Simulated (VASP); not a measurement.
# Ta2SnSb4 (P1) in VASP: single point with PBEsol

Aim: the single point of Ta2SnSb4 with PBEsol.

All numbers are computed with VASP 6.6.1; they aren't measurements. Logs are shortened: lines on timing, memory, paths and dates and some standing lists are left out, and cuts for length are marked.

### 1 The cell of the first run

The typed cell holds 7 atoms: a = 7.486 Å, b = 5.654 Å, c = 7.483 Å, α = 139.06°, β = 122.75°, γ = 64.44°.

### 2 Single point, PBEsol

File INCAR:

```
SYSTEM = Ta2SnSb4
PREC = Accurate ; ENCUT = 520
EDIFF = 1E-7 ; ISMEAR = -1
SIGMA = 0.05 ; LREAL = .FALSE.
LASPH = .TRUE. ; NELM = 60
ALGO = Normal ; ISIF = 2
LWAVE = .FALSE. ; LCHARG = .FALSE.
GGA = PS ; NBANDS = 37
```

File KPOINTS:

```
regular mesh
0
G
  4 4 4
  0 0 0
```

File POSCAR:

```
Ta2SnSb4
1.0
   -2.4924120604      3.5472269038      6.1026475023
    1.2161670624     -2.4827301881      4.9314653382
    3.5315846906      3.5286664133     -5.5746509791
Ta Sn Sb
2 1 4
Direct
    0.4268123997      0.3098596786     -0.1262402942
    0.2244493711      0.6166365940      0.2724560663
    0.2330421685      0.1011784430      0.2768492577
   -0.0195032520      0.2609871457      0.6503912572
    0.6669509768      0.6698507699      0.4940206100
    0.4035068611      0.8271176153      0.8623113062
    0.8284435418      0.4580263193      0.0745261353
```

Potentials or basis: VASP PAW PBE potentials, release 64 (Ta_pv, Sn_d, Sb).

Run with:

```bash
> cat potpaw_PBE.64/Ta_pv/POTCAR potpaw_PBE.64/Sn_d/POTCAR potpaw_PBE.64/Sb/POTCAR > POTCAR
> mpirun -np 1 vasp_std > vasp.out
```

OUTCAR:

```text
SYSTEM = Ta2SnSb4
   PREC = Accurate
   ENCUT = 520
   EDIFF = 1E-7
   ISMEAR = -1
   LREAL = .FALSE.
   LASPH = .TRUE.
   NELM = 60
   ISIF = 2
   GGA = PS

 ion  position               nearest neighbor table
   1  0.427  0.310  0.874-   7 2.72   6 2.74   4 2.84   6 2.92   5 2.96   5 2.96   2 3.00   2 3.00
                             3 3.15   3 3.16
   2  0.224  0.617  0.272-   7 2.71   3 2.74   5 2.82   3 2.91   4 2.98   4 2.98   1 3.00   1 3.00
                             6 3.12   6 3.12
   3  0.233  0.101  0.277-   2 2.74   2 2.91   6 2.99   6 3.00   7 3.15   1 3.15   1 3.16   5 3.55
                             4 3.55   4 3.55
   4  0.980  0.261  0.650-   1 2.84   5 2.94   2 2.98   2 2.98   7 3.17   7 3.18   6 3.51   3 3.55
                             3 3.55
   5  0.667  0.670  0.494-   2 2.82   4 2.94   1 2.96   1 2.96   7 3.15   7 3.15   3 3.55   6 3.60
                             6 3.60
   6  0.404  0.827  0.862-   1 2.74   1 2.92   3 2.99   3 3.00   2 3.12   2 3.12   7 3.29   4 3.51
                             5 3.60   5 3.60
   7  0.828  0.458  0.075-   2 2.71   1 2.72   5 3.15   3 3.15   5 3.15   4 3.17   4 3.18   6 3.29

  LATTYP: Found a triclinic cell.
 ALAT       =     7.1753473297
 B/A-ratio  =     0.6834455672
 C/A-ratio  =     0.7879098029
 COS(alpha) =     0.0001960048
 COS(beta)  =     0.3378533386
 COS(gamma) =     0.3425566421

  Lattice vectors:

 A1 = (   3.7085791228,  -6.0299570919,  -1.1711821641)
 A2 = (   4.7477517530,   1.0459362252,  -0.6431856409)
 A3 = (   1.2161670624,  -2.4827301881,   4.9314653382)

Analysis of symmetry for initial positions (statically):
=====================================================================
 Subroutine PRICEL returns:
 Original cell was already a primitive cell.

 Routine SETGRP: Setting up the symmetry group for a
 triclinic supercell.

 Subroutine GETGRP returns: Found  1 space group operations
 (whereof  1 operations were pure point group operations)
 out of a pool of  2 trial point group operations.

The static configuration has the point symmetry C_1 .

Analysis of symmetry for dynamics (positions and initial velocities):
=====================================================================
 Subroutine PRICEL returns:
 Original cell was already a primitive cell.

 Routine SETGRP: Setting up the symmetry group for a
 triclinic supercell.

 Subroutine GETGRP returns: Found  1 space group operations
 (whereof  1 operations were pure point group operations)
 out of a pool of  2 trial point group operations.

The dynamic configuration has the point symmetry C_1 .

 Subroutine INISYM returns: Found  1 space group operations
 (whereof  1 operations are pure point group operations),
 and found     1 'primitive' translations

----------------------------------------------------------------------------------------

                                     Primitive cell

  volume of cell :     174.4001

  direct lattice vectors                    reciprocal lattice vectors
    -2.492412060  3.547226904  6.102647502    -0.020419376  0.138736102  0.074881938
     1.216167062 -2.482730188  4.931465338     0.236861972 -0.043908735  0.122260360
     3.531584691  3.528666413 -5.574650979     0.187180212  0.113033645  0.010745211

  length of vectors
     7.485802771  5.653526501  7.483335528     0.158971574  0.270146565  0.218925778

  position of ions in fractional coordinates (direct lattice)
     0.426812400  0.309859679  0.873759706
     0.224449371  0.616636594  0.272456066
     0.233042168  0.101178443  0.276849258
     0.980496748  0.260987146  0.650391257
     0.666950977  0.669850770  0.494020610
     0.403506861  0.827117615  0.862311306
     0.828443542  0.458026319  0.074526135

  ion indices of the primitive-cell ions
   primitive index   ion index
                 1           1
                 2           2
                 3           3
                 4           4
                 5           5
                 6           6
                 7           7

----------------------------------------------------------------------------------------

 KPOINTS: regular mesh

Automatic generation of k-mesh.
 Grid dimensions read from file:
 generate k-points for:    4    4    4

 Generating k-lattice:

  Cartesian coordinates                     Fractional coordinates (reciprocal lattice)
    -0.005104844  0.034684025  0.018720484     0.250000000 -0.000000000  0.000000000
     0.059215493 -0.010977184  0.030565090     0.000000000  0.250000000  0.000000000
     0.046795053  0.028258411  0.002686303    -0.000000000  0.000000000  0.250000000

  Length of vectors
     0.039742894  0.067536641  0.054731445

  Shift w.r.t. Gamma in fractional coordinates (k-lattice)
     0.000000000  0.000000000  0.000000000

 Subroutine IBZKPT returns following result:
 ===========================================

 Found     36 irreducible k-points:

 Following reciprocal coordinates:
            Coordinates               Weight
  0.000000  0.000000  0.000000      1.000000
  0.250000 -0.000000  0.000000      2.000000
  0.500000 -0.000000  0.000000      1.000000
  0.000000  0.250000 -0.000000      2.000000
  0.250000  0.250000 -0.000000      2.000000
  0.500000  0.250000 -0.000000      2.000000
[... 16 lines left out ...]
 -0.000000 -0.250000  0.250000      2.000000
  0.250000 -0.250000  0.250000      2.000000
 [... further k-points ...]
   k-points           NKPTS =     36   k-points in BZ     NKDIM =     36   number of bands    NBANDS=     37
   number of dos      NEDOS =    301   number of ions     NIONS =      7
   total plane-waves  NPLWV = 131712
   dimension x,y,z NGX =    56 NGY =   42 NGZ =   56
   dimension x,y,z NGXF=   112 NGYF=   84 NGZF=  112
   ions per type =               2   1   4
   NGX,Y,Z   is equivalent  to a cutoff of  12.44, 12.35, 12.44 a.u.
   NGXF,Y,Z  is equivalent  to a cutoff of  24.87, 24.70, 24.88 a.u.
 SYSTEM =  Ta2SnSb4
   PREC   = accura    normal or accurate (medium, high low for compatibility)
   ISTART =      0    job   : 0-new  1-cont  2-samecut
   ICHARG =      2    charge: 1-file 2-atom 10-const
   ISPIN  =      1    spin polarized calculation?
   LNONCOLLINEAR =      F non collinear calculations
   LSORBIT =      F    spin-orbit coupling
   LASPH  =      T    aspherical Exc in radial PAW
   ENCUT  =  520.0 eV  38.22 Ry    6.18 a.u.  13.92 10.51 13.91*2*pi/ulx,y,z
   NELM   =     60;   NELMIN=  2; NELMDL= -5     # of ELM steps
   EDIFF  = 0.1E-06   stopping-criterion for ELM
   LREAL  =      F    real-space projection
   EDIFFG = 0.1E-05   stopping-criterion for IOM
   NSW    =      0    number of steps for IOM
   IBRION =     -1    ionic relax: 0-MD 1-quasi-New 2-CG
   NFREE  =      0    steps in history (QN), initial steepest desc. (CG)
   ISIF   =      2    stress and relaxation
   ISYM   =      2    0-nonsym 1-usesym 2-fastsym
   POTIM  = 0.5000    time-step for ionic-motion
   TEBEG  =    0.0;   TEEND  =   0.0 temperature during run
   PSTRESS=    0.0 pullay stress
   NELECT =      56.0000    total number of electrons
   NUPDOWN=      -1.0000    fix difference up-down
   EMIN   =  10.00;   EMAX   =-10.00  energy-range for DOS
   EFERMI =   0.00;   METHOD = LEGACY
   ISMEAR =    -1;   SIGMA  =   0.05  broadening in eV -4-tet -1-fermi 0-gaus
   EFERMI_NEDOS =   21; number of points for ismear=-14 and -15
   IALGO  =     38    algorithm
   IMIX   =      4    mixing-type and parameters
     AMIX     =   0.40;   BMIX     =  1.00
     AMIX_MAG =   1.60;   BMIX_MAG =  1.00
  volume/ion in A,a.u.               =      24.91       168.13
  Fermi-wavevector in a.u.,A,eV,Ry     =   1.121042  2.118462 17.098922  1.256735
  Thomas-Fermi vector in A             =   2.257693
   LORBIT       =      0    0 simple, 1 ext, 2 COOP (PROOUT), +10 PAW based schemes
   GGA     = PS    functional components
   LHFCALC =     F    Hartree Fock is set to
   AEXX    =    0.0000 exact exchange contribution
   IVDW    =     0    specifies the selected vdW correction
   LEPSILON=     F    determine dielectric tensor
   LRPA    =     F    only Hartree local field effects (RPA)
 non-spin polarized calculation
  energy-cutoff  :      520.00
  volume of cell :      174.40
 maximum number of plane-waves:      4709
   NGX = 27   NGY = 21   NGZ = 27

 number of electron      55.9999999 magnetization

 Free energy of the ion-electron system (eV)
  ---------------------------------------------------
  ext. energy  EPLUGINS =         0.00000000
  ---------------------------------------------------
  free energy    TOTEN  =       -46.83917709 eV

  energy without entropy =      -46.81222831  energy(sigma->0) =      -46.82570270

 E-fermi :   7.6703     XC(G=0): -10.6189

 val. band max:        7.6453796455   @ k =   0.5000  -0.2500   0.2500
 cond. band min:       7.7163391049   @ k =   0.5000   0.2500  -0.0000
 fundamental gap:      0.0709594594
 Fermi energy:         7.6702872316

 k-point     1 :       0.0000    0.0000    0.0000
  band No.  band energies     occupation
      1     -27.1649      2.00000
      2     -27.1419      2.00000
      3     -27.0799      2.00000
      4     -27.0341      2.00000
      5     -27.0002      2.00000
      6     -26.7545      2.00000
[... 29 lines left out ...]
     36      10.2707      0.00000
     37      10.3514      0.00000

 k-point     2 :       0.2500   -0.0000    0.0000
  band No.  band energies     occupation
      1     -27.1653      2.00000
      2     -27.1425      2.00000
      3     -27.0800      2.00000
      4     -27.0340      2.00000
      5     -26.9995      2.00000
      6     -26.7544      2.00000
[... 29 lines left out ...]
     36      10.5219      0.00000
     37      10.5251      0.00000
[... 838 lines left out ...]
     36      10.3450      0.00000
     37      11.1058      0.00000

 k-point    24 :       0.2500   -0.2500    0.2500
  band No.  band energies     occupation
      1     -27.1644      2.00000
      2     -27.1429      2.00000
      3     -27.0799      2.00000
      4     -27.0341      2.00000
      5     -27.0015      2.00000
      6     -26.7545      2.00000
[... 29 lines left out ...]
     36      10.5277      0.00000
     37      11.0857      0.00000

 [... further k-points ...]

------------------------ aborting loop because EDIFF is reached ----------------------------------------

  FORCE on cell =-STRESS in cart. coord.  units (eV):
  Direction    XX          YY          ZZ          XY          YZ          ZX
  --------------------------------------------------------------------------------------
  -------------------------------------------------------------------------------------
  Total        0.1401108      0.1291031      0.0955678      0.0092562     -0.0115773      0.0051787
  in kB        1.2871680      1.1860434      0.8779609      0.0850350     -0.1063580      0.0475753
  external PRESSURE =       1.1170574 kB  Pullay stress =       0.0000000 kB

 VOLUME and BASIS-vectors are now :
 -----------------------------------------------------------------------------
  energy-cutoff  :      520.00
  volume of cell :      174.40
      direct lattice vectors                 reciprocal lattice vectors
    -2.492412060  3.547226904  6.102647502    -0.020419376  0.138736102  0.074881938
     1.216167062 -2.482730188  4.931465338     0.236861972 -0.043908735  0.122260360
     3.531584691  3.528666413 -5.574650979     0.187180212  0.113033645  0.010745211

 POSITION                                       TOTAL-FORCE (eV/Angst)
 -----------------------------------------------------------------------------------
      2.39881      3.82791     -0.73816        -0.000491      0.004732      0.007735
      1.15271      0.22664      2.89181         0.004163     -0.009292     -0.005582
      0.51993      1.55236      0.37779        -0.002713      0.010059     -0.006378
      0.17051      5.12510      3.64497         0.000340      0.001395     -0.007793
      0.89701      2.44600      4.61952        -0.004188      0.002961     -0.001110
      3.04553      2.42063      1.73428        -0.000781      0.002708      0.010149
     -1.24459      2.06450      6.89898         0.003670     -0.012563      0.002981
 -----------------------------------------------------------------------------------
    total drift:                               -0.000069     -0.000090     -0.000392

  FREE ENERGIE OF THE ION-ELECTRON SYSTEM (eV)
  ---------------------------------------------------
  free  energy   TOTEN  =       -46.8391770852 eV

  energy  without entropy=      -46.8122283117  energy(sigma->0) =      -46.82570270
```

Run time: 7.8 min. Hardware: 1 thread of Intel Xeon Platinum 8259CL at 2.50GHz (Skylake/Cascade Lake), shared host; peak memory 0.5 GiB.

What came out:

| Property | Result |
| --- | --- |
| Free energy | -46.8392 eV |
| Pressure | 0.1 GPa |
| Largest force | 0.013 eV/Å |
| Band gap on the k mesh | zero (bands 28 and 29 overlap by 1.33 eV) |

Forces in eV/Å, atoms in the order of the input:
```
Ta   0.000  0.005  0.008
Ta   0.004 -0.009 -0.006
Sn  -0.003  0.010 -0.006
Sb   0.000  0.001 -0.008
Sb  -0.004  0.003 -0.001
Sb  -0.001  0.003  0.010
Sb   0.004 -0.013  0.003
```

Caveat: the PAW data sets were made with another functional, which shifts forces and pressure a little; spin-orbit coupling is left out, which moves the levels of the heavy elements.

The gap in the log of VASP goes by the Fermi energy; the results here count the filled bands.